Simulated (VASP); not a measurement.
Set up this calculation in VASP 6.6.1, as the native input.

```
Task                   : single point
Functional             : PBE
Potentials or basis    : VASP PAW PBE potentials, release 64 (Si, C)
Cutoff                 : 600 eV
k mesh                 : 10 × 10 × 10
Occupations            : gaussian, width 0.02 eV
Spin                   : no spin polarisation
Dipole correction      : no
Further INCAR settings : ALGO = Normal; EDIFF = 1e-06; NBANDS = 11
```

The structure of SiC (b) lies in POSCAR:

```
SiC
1.0
    0.0000000000      2.1898716617      2.1898716617
    2.1898716617      0.0000000000      2.1898716617
    2.1898716617      2.1898716617      0.0000000000
Si C
1 1
Direct
    0.0000000000      0.0000000000      0.0000000000
    0.2500000000      0.2500000000      0.2500000000
```

These files were run (other wordings do the same):

INCAR

```
SYSTEM = SiC
  PREC = Accurate
  ENCUT = 600
  EDIFF = 1E-6
  ISMEAR = 0
  SIGMA = 0.02
  LREAL = .FALSE.
  LASPH = .TRUE.
  NELM = 120
  ALGO = Normal
  ISIF = 2
  LWAVE = .FALSE.
  LCHARG = .FALSE.
  GGA = PE
  NBANDS = 11
  GGA_COMPAT = .FALSE.
```

KPOINTS

```
regular mesh
0
G
  10 10 10
  0 0 0
```

Potentials or basis: VASP PAW PBE potentials, release 64 (Si, C).

The run is started by

```console
$ cat potpaw_PBE.64/Si/POTCAR potpaw_PBE.64/C/POTCAR > POTCAR
$ mpirun -np 1 vasp_std > vasp.out
```

It gave:

```yaml
Pressure: -0.2 GPa
Band_gap_on_the_k_mesh: 1.37 eV, indirect (least direct gap 4.53 eV)
```

Run time: 26 s on 1 thread of Intel Xeon 8259CL, on a shared host, peak memory 0.15 GiB.
